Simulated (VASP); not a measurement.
# ScF3 (Pm-3m) in VASP: further runs

The runs below take ScF3 through electric field gradients, with LDA.

Program: VASP 6.6.1. These are calculated values, not measurements. Logs are shortened: lines on timing, memory, paths and dates and some standing lists are left out, and cuts for length are marked.

**1. The cell of the first run**

The structure is cubic, space group Pm-3m (No. 221). Conventional cell: a = 3.986 Å, b = 3.986 Å, c = 3.986 Å, α = 90.00°, β = 90.00°, γ = 90.00°. Sc (site symmetry m-3m) has 6 F at 1.99 Å within 2.6 Å. Within 2.6 Å of F (site symmetry 4/mmm) lie 2 Sc at 1.99 Å.

**2. Electric field gradients, LDA (volume scaled by 0.98)**

Contents of INCAR:

```
  PREC = Accurate
  ENCUT = 520
  EDIFF = 1E-8
  ISMEAR = -1
  SIGMA = 0.02
  LREAL = F
  LASPH = T
  NELM = 100
  ALGO = Normal
  ISIF = 2
  LWAVE = F
  LCHARG = F
  LEFG = T
  NBANDS = 24
```

Contents of KPOINTS:

```
regular mesh
0
Gamma
  6 6 6
```

Contents of POSCAR:

```
ScF3
1.0
    3.9855199940      0.0000000000      0.0000000000
    0.0000000000      3.9855199940      0.0000000000
    0.0000000000      0.0000000000      3.9855199940
Sc F
1 3
Direct
    0.0000000000      0.0000000000      0.0000000000
    0.5000000000      0.0000000000      0.0000000000
    0.0000000000      0.5000000000      0.0000000000
    0.0000000000      0.0000000000      0.5000000000
```

Potentials or basis: VASP PAW LDA potentials, release 64 (Sc_sv, F).

The run is started by

```console
$ cat potpaw_LDA.64/Sc_sv/POTCAR potpaw_LDA.64/F/POTCAR > POTCAR
$ mpirun -np 1 vasp_std > vasp.out
```

OUTCAR:

```text
PREC = Accurate
   ENCUT = 520
   EDIFF = 1E-8
   ISMEAR = -1
   LREAL = F
   LASPH = T
   NELM = 100
   ISIF = 2

 ion  position               nearest neighbor table
   1  0.000  0.000  0.000-   2 1.99   3 1.99   4 1.99   4 1.99   3 1.99   2 1.99
   2  0.500  0.000  0.000-   1 1.99   1 1.99
   3  0.000  0.500  0.000-   1 1.99   1 1.99
   4  0.000  0.000  0.500-   1 1.99   1 1.99

  LATTYP: Found a simple cubic cell.
 ALAT       =     3.9855199940

  Lattice vectors:

 A1 = (   3.9855199940,   0.0000000000,   0.0000000000)
 A2 = (   0.0000000000,   3.9855199940,   0.0000000000)
 A3 = (   0.0000000000,   0.0000000000,   3.9855199940)

Analysis of symmetry for initial positions (statically):
=====================================================================
 Subroutine PRICEL returns:
 Original cell was already a primitive cell.

 Routine SETGRP: Setting up the symmetry group for a
 simple cubic supercell.

 Subroutine GETGRP returns: Found 48 space group operations
 (whereof 48 operations were pure point group operations)
 out of a pool of 48 trial point group operations.

The static configuration has the point symmetry O_h .

Analysis of symmetry for dynamics (positions and initial velocities):
=====================================================================
 Subroutine PRICEL returns:
 Original cell was already a primitive cell.

 Routine SETGRP: Setting up the symmetry group for a
 simple cubic supercell.

 Subroutine GETGRP returns: Found 48 space group operations
 (whereof 48 operations were pure point group operations)
 out of a pool of 48 trial point group operations.

The dynamic configuration has the point symmetry O_h .

 Subroutine INISYM returns: Found 48 space group operations
 (whereof 48 operations are pure point group operations),
 and found     1 'primitive' translations

----------------------------------------------------------------------------------------

                                     Primitive cell

  volume of cell :      63.3075

  direct lattice vectors                    reciprocal lattice vectors
     3.985519994  0.000000000  0.000000000     0.250908288  0.000000000  0.000000000
     0.000000000  3.985519994  0.000000000     0.000000000  0.250908288  0.000000000
     0.000000000  0.000000000  3.985519994     0.000000000  0.000000000  0.250908288

  length of vectors
     3.985519994  3.985519994  3.985519994     0.250908288  0.250908288  0.250908288

  position of ions in fractional coordinates (direct lattice)
     0.000000000  0.000000000  0.000000000
     0.500000000  0.000000000  0.000000000
     0.000000000  0.500000000  0.000000000
     0.000000000  0.000000000  0.500000000

  ion indices of the primitive-cell ions
   primitive index   ion index
                 1           1
                 2           2
                 3           3
                 4           4

----------------------------------------------------------------------------------------

 KPOINTS: regular mesh

Automatic generation of k-mesh.
 Grid dimensions read from file:
 generate k-points for:    6    6    6

 Generating k-lattice:

  Cartesian coordinates                     Fractional coordinates (reciprocal lattice)
     0.041818048  0.000000000  0.000000000     0.166666667  0.000000000  0.000000000
     0.000000000  0.041818048  0.000000000     0.000000000  0.166666667  0.000000000
     0.000000000  0.000000000  0.041818048     0.000000000  0.000000000  0.166666667

  Length of vectors
     0.041818048  0.041818048  0.041818048

  Shift w.r.t. Gamma in fractional coordinates (k-lattice)
     0.000000000  0.000000000  0.000000000

 Subroutine IBZKPT returns following result:
 ===========================================

 Found     20 irreducible k-points:

 Following reciprocal coordinates:
            Coordinates               Weight
  0.000000  0.000000  0.000000      1.000000
  0.166667  0.000000  0.000000      6.000000
  0.333333  0.000000  0.000000      6.000000
  0.500000  0.000000  0.000000      3.000000
  0.166667  0.166667  0.000000     12.000000
  0.333333  0.166667  0.000000     24.000000
[... 12 lines left out ...]
  0.500000  0.500000  0.333333      6.000000
  0.500000  0.500000  0.500000      1.000000
   k-points           NKPTS =     20   k-points in BZ     NKDIM =     20   number of bands    NBANDS=     24
   number of dos      NEDOS =    301   number of ions     NIONS =      4
   total plane-waves  NPLWV =  27000
   dimension x,y,z NGX =    30 NGY =   30 NGZ =   30
   dimension x,y,z NGXF=    60 NGYF=   60 NGZF=   60
   ions per type =               1   3
   NGX,Y,Z   is equivalent  to a cutoff of  12.51, 12.51, 12.51 a.u.
   NGXF,Y,Z  is equivalent  to a cutoff of  25.03, 25.03, 25.03 a.u.
 SYSTEM =  unknown system
   PREC   = accura    normal or accurate (medium, high low for compatibility)
   ISTART =      0    job   : 0-new  1-cont  2-samecut
   ICHARG =      2    charge: 1-file 2-atom 10-const
   ISPIN  =      1    spin polarized calculation?
   LNONCOLLINEAR =      F non collinear calculations
   LSORBIT =      F    spin-orbit coupling
   LASPH  =      T    aspherical Exc in radial PAW
   ENCUT  =  520.0 eV  38.22 Ry    6.18 a.u.   7.41  7.41  7.41*2*pi/ulx,y,z
   NELM   =    100;   NELMIN=  2; NELMDL= -5     # of ELM steps
   EDIFF  = 0.1E-07   stopping-criterion for ELM
   LREAL  =      F    real-space projection
   EDIFFG = 0.1E-06   stopping-criterion for IOM
   NSW    =      0    number of steps for IOM
   IBRION =     -1    ionic relax: 0-MD 1-quasi-New 2-CG
   NFREE  =      0    steps in history (QN), initial steepest desc. (CG)
   ISIF   =      2    stress and relaxation
   ISYM   =      2    0-nonsym 1-usesym 2-fastsym
   POTIM  = 0.5000    time-step for ionic-motion
   TEBEG  =    0.0;   TEEND  =   0.0 temperature during run
   PSTRESS=    0.0 pullay stress
   NELECT =      32.0000    total number of electrons
   NUPDOWN=      -1.0000    fix difference up-down
   EMIN   =  10.00;   EMAX   =-10.00  energy-range for DOS
   EFERMI =   0.00;   METHOD = LEGACY
   ISMEAR =    -1;   SIGMA  =   0.02  broadening in eV -4-tet -1-fermi 0-gaus
   EFERMI_NEDOS =   21; number of points for ismear=-14 and -15
   IALGO  =     38    algorithm
   IMIX   =      4    mixing-type and parameters
     AMIX     =   0.40;   BMIX     =  1.00
     AMIX_MAG =   1.60;   BMIX_MAG =  1.00
  volume/ion in A,a.u.               =      15.83       106.80
  Fermi-wavevector in a.u.,A,eV,Ry     =   1.304087  2.464367 23.138644  1.700642
  Thomas-Fermi vector in A             =   2.435046
   LORBIT       =      0    0 simple, 1 ext, 2 COOP (PROOUT), +10 PAW based schemes
   GGA     = CA    functional components
   LHFCALC =     F    Hartree Fock is set to
   AEXX    =    0.0000 exact exchange contribution
   IVDW    =     0    specifies the selected vdW correction
   LEPSILON=     F    determine dielectric tensor
   LRPA    =     F    only Hartree local field effects (RPA)
 non-spin polarized calculation
  energy-cutoff  :      520.00
  volume of cell :       63.31
 maximum number of plane-waves:      1743
 NGX is ok and might be reduce to    30
   NGX = 15   NGY = 15   NGZ = 15

 number of electron      31.9999968 magnetization

 Free energy of the ion-electron system (eV)
  ---------------------------------------------------
  ext. energy  EPLUGINS =         0.00000000
  ---------------------------------------------------
  free energy    TOTEN  =       -29.58737663 eV

  energy without entropy =      -29.58737663  energy(sigma->0) =      -29.58737663

 E-fermi :  -3.3109     XC(G=0):  -8.9635

 val. band max:       -3.7691713289   @ k =   0.5000   0.5000   0.5000
 cond. band min:       2.5169462549   @ k =   0.0000   0.0000   0.0000
 fundamental gap:      6.2861175839
 Fermi energy:        -3.3109199381

 k-point     1 :       0.0000    0.0000    0.0000
  band No.  band energies     occupation
      1     -48.9108      2.00000
      2     -27.9687      2.00000
      3     -27.9687      2.00000
      4     -27.9687      2.00000
      5     -23.4681      2.00000
      6     -23.1833      2.00000
[... 529 lines left out ...]
     23      11.3430      0.00000
     24      11.3431      0.00000

------------------------ aborting loop because EDIFF is reached ----------------------------------------

  FORCE on cell =-STRESS in cart. coord.  units (eV):
  Direction    XX          YY          ZZ          XY          YZ          ZX
  --------------------------------------------------------------------------------------
  -------------------------------------------------------------------------------------
  Total       -0.1058790     -0.1058790     -0.1058790      0.0000000     -0.0000000     -0.0000000
  in kB       -2.6795718     -2.6795718     -2.6795718      0.0000000     -0.0000000     -0.0000000
  external PRESSURE =      -2.6795718 kB  Pullay stress =       0.0000000 kB

 VOLUME and BASIS-vectors are now :
 -----------------------------------------------------------------------------
  energy-cutoff  :      520.00
  volume of cell :       63.31
      direct lattice vectors                 reciprocal lattice vectors
     3.985519994  0.000000000  0.000000000     0.250908288  0.000000000  0.000000000
     0.000000000  3.985519994  0.000000000     0.000000000  0.250908288  0.000000000
     0.000000000  0.000000000  3.985519994     0.000000000  0.000000000  0.250908288

 POSITION                                       TOTAL-FORCE (eV/Angst)
 -----------------------------------------------------------------------------------
      0.00000      0.00000      0.00000         0.000000      0.000000      0.000000
      1.99276      0.00000      0.00000         0.000000      0.000000      0.000000
      0.00000      1.99276      0.00000         0.000000      0.000000      0.000000
      0.00000      0.00000      1.99276         0.000000      0.000000      0.000000
 -----------------------------------------------------------------------------------
    total drift:                                0.000000      0.000000      0.000000

  FREE ENERGIE OF THE ION-ELECTRON SYSTEM (eV)
  ---------------------------------------------------
  free  energy   TOTEN  =       -29.5873766254 eV

  energy  without entropy=      -29.5873766254  energy(sigma->0) =      -29.58737663

 Electric field gradients (V/A^2)
---------------------------------------------------------------------
 ion       V_xx      V_yy      V_zz      V_xy      V_xz      V_yz
---------------------------------------------------------------------
   1      -0.000    -0.000     0.000     0.000     0.000    -0.000
   2      52.488   -26.244   -26.244     0.000     0.000    -0.000
   3     -26.244    52.488   -26.244     0.000    -0.000    -0.000
   4     -26.244   -26.244    52.488     0.000     0.000    -0.000
---------------------------------------------------------------------

 Electric field gradients after diagonalization (V/A^2)
 (convention: |V_zz| > |V_xx| > |V_yy|)
----------------------------------------------------------------------
 ion       V_xx      V_yy      V_zz     asymmetry (V_yy - V_xx)/ V_zz
----------------------------------------------------------------------
   1      -0.000    -0.000     0.000       0.487
   2     -26.244   -26.244    52.488       0.000
   3     -26.244   -26.244    52.488       0.000
   4     -26.244   -26.244    52.488       0.000
----------------------------------------------------------------------

           NMR quadrupolar parameters

 Cq : quadrupolar parameter    Cq=e*Q*V_zz/h
 eta: asymmetry parameters     (V_yy - V_xx)/ V_zz
 Q  : nuclear electric quadrupole moment in mb (millibarn)
----------------------------------------------------------------------
 ion       Cq(MHz)       eta       Q (mb)
----------------------------------------------------------------------
   1       0.000       0.487       1.000
   2       0.127       0.000       1.000
   3       0.127       0.000       1.000
   4       0.127       0.000       1.000
----------------------------------------------------------------------
```

Run time: 47 s. Hardware: 1 thread of Intel Xeon Platinum 8175M at 2.50GHz (Skylake/Cascade Lake), shared host; peak memory 0.16 GiB.

Results:

| Property | Result |
| --- | --- |
| Free energy | -29.5874 eV |
| Pressure | -0.3 GPa |
| Band gap on the k mesh | 6.29 eV, indirect (least direct gap 6.82 eV) |

Electric field gradients, principal values (V/Å²):
```tsv
atom	least	middle	greatest (by size)
1 Sc	0.000	0.000	0.000
2 F	-26.244	-26.244	52.488
3 F	-26.244	-26.244	52.488
4 F	-26.244	-26.244	52.488
```

Caveat: without QUAD_EFG the Cq values of the log hold for a quadrupole moment of 1 mb, not for the nuclei. A k mesh can miss the band edges.

[end of part 1 of 3]
